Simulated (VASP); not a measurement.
# Zr (P6_3/mmc) in VASP: a series of runs, part 2 of 2

VASP 6.6.1. The steps go on from the part before.

### 4 Single point, r2SCAN

Contents of POSCAR:

```
Zr
1.0
    3.2452956464      0.0000000000      0.0000000000
   -1.6226478232      2.8105084726      0.0000000000
    0.0000000000      0.0000000000      5.1466507183
Zr
2
Direct
    0.3333333333      0.6666666667      0.7500000000
    0.6666666667      0.3333333333      0.2500000000
```

Contents of INCAR.step1:

```
  PREC = Accurate
  ENCUT = 520
  ISMEAR = 0
  SIGMA = 0.05
  LREAL = F
  LASPH = T
  NELM = 60
  NBANDS = 19
  GGA = PE
  ALGO = Normal
  EDIFF = 1E-4
  LWAVE = T
  LCHARG = F
```

Contents of INCAR.step2:

```
  PREC = Accurate
  ENCUT = 520
  EDIFF = 1E-6
  ISMEAR = 0
  SIGMA = 0.05
  LREAL = F
  LASPH = T
  NELM = 60
  ALGO = Normal
  ISIF = 2
  LWAVE = F
  LCHARG = F
  METAGGA = R2SCAN
  LMIXTAU = T
  NBANDS = 19
  ISTART = 1
```

Contents of KPOINTS:

```
regular mesh
0
Gamma
  14 14 8
```

The run is started by

```
> cat potpaw_PBE.64/Zr_sv/POTCAR > POTCAR
> cp INCAR.step1 INCAR
> mpirun -np 1 vasp_std > vasp.out
> cp INCAR.step2 INCAR
> mpirun -np 1 vasp_std > vasp.out
```

It took 6.7 min on 1 thread of Intel Xeon 8259CL, shared host; peak memory 0.23 GiB.

It converged, with:

```yaml
Free_energy: -45.5034 eV
Pressure: 0.2 GPa
Band_gap_on_the_k_mesh: zero (bands 12 and 13 overlap by 1.23 eV)
```

Levels at points of the mesh, in eV from the Fermi level:
```csv
k point,band 10,band 11,band 12,band 13,band 14,band 15
"(0.00, 0.00, 0.00)",-3.21,0.93,0.93,1.00,1.14,1.68
"(0.50, 0.00, 0.00)",-2.67,-2.26,-0.43,0.63,0.83,1.56
"(0.00, 0.00, 0.50)",-4.23,0.01,0.01,0.84,0.84,0.84
"(0.50, 0.00, 0.50)",-3.01,-1.10,-1.10,1.52,1.52,2.35
```

Caveat: the PAW data sets were made with another functional, which shifts forces and pressure a little.

### 5 Single point, r2SCAN (23.52 Å³/atom)

This run uses another cell than the first one, of 23.52 Å³/atom.

Contents of POSCAR:

```
Zr
1.0
    3.2476534145      0.0000000000      0.0000000000
   -1.6238267072      2.8125503597      0.0000000000
    0.0000000000      0.0000000000      5.1503898565
Zr
2
Direct
    0.3333333333      0.6666666667      0.7500000000
    0.6666666667      0.3333333333      0.2500000000
```

Contents of INCAR.step1:

```
PREC     = Accurate       # precision mode
ENCUT    = 520            # plane-wave cutoff, eV
ISMEAR   = 0              # smearing method
SIGMA    = 0.05           # smearing width, eV
LREAL    = False          # projectors in reciprocal space
LASPH    = True           # aspherical terms in the spheres
NELM     = 80             # most SCF steps
NBANDS   = 19             # bands
GGA      = PE             # functional
ALGO     = Normal         # electronic algorithm
EDIFF    = 1E-4           # SCF threshold, eV
LWAVE    = True           # write WAVECAR
LCHARG   = False          # write CHGCAR
```

Contents of INCAR.step2:

```
PREC     = Accurate       # precision mode
ENCUT    = 520            # plane-wave cutoff, eV
EDIFF    = 1E-6           # SCF threshold, eV
ISMEAR   = 0              # smearing method
SIGMA    = 0.05           # smearing width, eV
LREAL    = False          # projectors in reciprocal space
LASPH    = True           # aspherical terms in the spheres
NELM     = 80             # most SCF steps
ALGO     = Normal         # electronic algorithm
ISIF     = 2              # what is computed and relaxed
LWAVE    = False          # write WAVECAR
LCHARG   = True           # write CHGCAR
METAGGA  = R2SCAN         # meta-GGA
LMIXTAU  = True         
LELF     = True           # ELF
LVHAR    = True         
NBANDS   = 19             # bands
ISTART   = 1
```

KPOINTS is that of step 4.

The run is started by

```
> cat potpaw_PBE.64/Zr_sv/POTCAR > POTCAR
> cp INCAR.step1 INCAR
> mpirun -np 1 vasp_std > vasp.out
> cp INCAR.step2 INCAR
> mpirun -np 1 vasp_std > vasp.out
```

Wall time 6.5 min (1 thread of Intel Xeon 8259CL, shared host); peak memory 0.23 GiB.

It converged, with:

```
Free energy            : -45.5035 eV
Pressure               : 0.0 GPa
Band gap on the k mesh : zero (bands 12 and 13 overlap by 1.23 eV)
```

Levels at points of the mesh, in eV from the Fermi level:
| k point | band 10 | band 11 | band 12 | band 13 | band 14 | band 15 |
| --- | --- | --- | --- | --- | --- | --- |
| (0.00, 0.00, 0.00) | -3.20 | 0.93 | 0.93 | 0.99 | 1.14 | 1.68 |
| (0.50, 0.00, 0.00) | -2.67 | -2.25 | -0.44 | 0.63 | 0.83 | 1.56 |
| (0.00, 0.00, 0.50) | -4.23 | 0.01 | 0.01 | 0.85 | 0.85 | 0.85 |
| (0.50, 0.00, 0.50) | -3.01 | -1.09 | -1.09 | 1.51 | 1.51 | 2.35 |

Caveat: the PAW data sets were made with another functional, which shifts forces and pressure a little.

### 6 Single point, r2SCAN (23.57 Å³/atom)

This run uses another cell than the first one, of 23.57 Å³/atom.

Contents of POSCAR:

```
Zr
1.0
    3.2496169507      0.0000000000      0.0000000000
   -1.6248084753      2.8142508319      0.0000000000
    0.0000000000      0.0000000000      5.1535037900
Zr
2
Direct
    0.3333333333      0.6666666667      0.7500000000
    0.6666666667      0.3333333333      0.2500000000
```

Contents of INCAR.step1:

```
SYSTEM = Zr
  PREC = Accurate
  ENCUT = 520
  ISMEAR = 0
  SIGMA = 0.05
  LREAL = .False.
  LASPH = .True.
  NELM = 80
  NBANDS = 19
  GGA = PE
  ALGO = Normal
  EDIFF = 1E-4
  LWAVE = .True.
  LCHARG = .False.
```

Contents of INCAR.step2:

```
SYSTEM = Zr
  PREC = Accurate
  ENCUT = 520
  EDIFF = 1E-7
  ISMEAR = 0
  SIGMA = 0.05
  LREAL = .False.
  LASPH = .True.
  NELM = 80
  ALGO = Normal
  ISIF = 2
  LWAVE = .False.
  LCHARG = .False.
  METAGGA = R2SCAN
  LMIXTAU = .True.
  NBANDS = 19
  ISTART = 1
```

Contents of KPOINTS:

```
Automatic mesh
0
Gamma
  14 14 8
  0 0 0
```

Potentials or basis: VASP PAW PBE potentials, release 64 (Zr_sv).

The run is started by

```
> cat potpaw_PBE.64/Zr_sv/POTCAR > POTCAR
> cp INCAR.step1 INCAR
> mpirun -np 1 vasp_std > vasp.out
> cp INCAR.step2 INCAR
> mpirun -np 1 vasp_std > vasp.out
```

It took 6.3 min on 1 thread of Intel Xeon 8259CL, shared host; peak memory 0.23 GiB.

It converged, with:

| Property | Result |
| --- | --- |
| Free energy | -45.5034 eV |
| Pressure | -0.2 GPa |
| Band gap on the k mesh | zero (bands 12 and 13 overlap by 1.23 eV) |

Levels at points of the mesh, in eV from the Fermi level:
```tsv
k point	band 8	band 9	band 10	band 11	band 12	band 13	band 14	band 15	band 16	band 17
(0.00, 0.00, 0.00)	-27.43	-6.02	-3.20	0.93	0.93	0.99	1.14	1.68	1.68	2.30
(0.50, 0.00, 0.00)	-27.53	-2.69	-2.67	-2.25	-0.44	0.63	0.83	1.55	5.05	5.46
(0.00, 0.00, 0.50)	-27.50	-4.23	-4.23	0.01	0.01	0.85	0.85	0.85	0.85	4.16
(0.50, 0.00, 0.50)	-27.66	-3.00	-3.00	-1.09	-1.09	1.50	1.50	2.35	2.35	5.29
```

Caveat: the PAW data sets were made with another functional, which shifts forces and pressure a little.

### 7 The runs side by side

| task | level | cell | k mesh | cutoff (eV) | gap on the mesh (eV) | pressure (GPa) |
| --- | --- | --- | --- | --- | --- | --- |
| single point | PBE | a = 3.241, b = 3.241, c = 5.162 Å, angles 90.0, 90.0, 120.0°, 2 atoms | 8 × 8 × 4 | 520 | none | 0.0 |
| relaxation of cell and atoms | PBE | relaxed from a = 3.230, b = 3.230, c = 5.145 Å, angles 90.0, 90.0, 120.0°, 2 atoms | 8 × 8 × 4 | 600 | none | 0.0 |
| single point | r2SCAN | a = 3.245, b = 3.245, c = 5.147 Å, angles 90.0, 90.0, 120.0°, 2 atoms | 14 × 14 × 8 | 520 | none | 0.2 |
| single point | r2SCAN | a = 3.248, b = 3.248, c = 5.150 Å, angles 90.0, 90.0, 120.0°, 2 atoms | 14 × 14 × 8 | 520 | none | 0.0 |
| single point | r2SCAN | a = 3.250, b = 3.250, c = 5.154 Å, angles 90.0, 90.0, 120.0°, 2 atoms | 14 × 14 × 8 | 520 | none | -0.2 |

Alike in all rows: potentials or basis VASP PAW PBE potentials, release 64 (Zr_sv); no spin polarisation; smearing gaussian 0.05 eV.

Caveats: the PAW data sets were made with another functional, which shifts forces and pressure a little (at least some runs).

Total energies depend on the potentials used, so only differences within one code and one set of settings carry meaning.
